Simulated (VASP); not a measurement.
A run of VASP 6.6.1 is set up as follows.

File INCAR:

```
PREC     = Accurate       # precision mode
ENCUT    = 520            # plane-wave cutoff, eV
EDIFF    = 1E-7           # SCF threshold, eV
ISMEAR   = -1             # smearing method
SIGMA    = 0.1            # smearing width, eV
LREAL    = F              # projectors in reciprocal space
LASPH    = T              # aspherical terms in the spheres
NELM     = 100            # most SCF steps
ALGO     = Normal         # electronic algorithm
ISIF     = 2              # what is computed and relaxed
LWAVE    = F              # write WAVECAR
LCHARG   = F              # write CHGCAR
LDIPOL   = T            
IDIPOL   = 3            
DIPOL    = 0.5 0.5 0.500
GGA      = PE             # functional
NBANDS   = 45             # bands
```

KPOINTS

```
regular mesh
0
Gamma
  12 8 1
```

Contents of POSCAR:

```
Ti
1.0
    2.9396968144      0.0000000000      0.0000000000
    0.0000000000      4.6540909819      0.0000000000
    0.0000000000      0.0000000000     12.7622000000
Ti
6
Direct
    0.7500000000      0.7500000000      0.2742475640
    0.2500000000      0.2500000000      0.3406915382
    0.2500000000      0.7500000000      0.4635733756
    0.7500000000      0.2500000000      0.5364266249
    0.7500000000      0.7500000000      0.6593084604
    0.2500000000      0.2500000000      0.7257524360
```

Potentials or basis: VASP PAW PBE potentials, release 64 (Ti_sv).

Run with:

```console
$ cat potpaw_PBE.64/Ti_sv/POTCAR > POTCAR
$ mpirun -np 1 vasp_std > vasp.out
```

Task: What does it give for the band gap on the k mesh?

Result: Zero (band 36 reaches 3.94 eV, above the bottom of band 37 at 3.52 eV).

Task: Estimate the largest force.

Result: 0.017 eV/Å.

Forces on the atoms (eV/Å):
```
Ti   0.000  0.000  0.011
Ti   0.000  0.000  0.017
Ti   0.000  0.000 -0.016
Ti   0.000  0.000  0.016
Ti   0.000  0.000 -0.017
Ti   0.000  0.000 -0.011
```
